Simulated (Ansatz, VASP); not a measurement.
## One calculation of Be, two programs

```
CELL_PARAMETERS angstrom
0.00000 1.57370 1.57370
1.57370 0.00000 1.57370
1.57370 1.57370 0.00000
ATOMIC_POSITIONS crystal
Be 0.00000 0.00000 0.00000
```

Alike in both runs: functional PBEsol; k mesh 22 × 22 × 22; occupations gaussian, width 0.1 eV; no spin polarisation.

Ansatz relaxed the structure, and its values are those at the end. VASP's run is a single point on that final structure, the one shown.

|  | VASP | Ansatz |
| --- | --- | --- |
| version | VASP 6.6.1 | Ansatz 0.2.0 |
| potentials or method | VASP PAW PBE potentials, release 64 (Be), cutoff 520 eV | scalar-relativistic, plane waves, PAW |
| valence electrons in the cell | 2 | 2 |

Ansatz gave:

* gap on the k mesh at the Fermi level (eV): none
* pressure (GPa): 0.1

Q: What did VASP give for the same quantities?

A: gap on the k mesh at the Fermi level (eV): none; pressure (GPa): 0.5.

VASP's potentials were made for PBE, not for PBEsol. A gap of «none» marks a metal or a gap that the smearing closes.
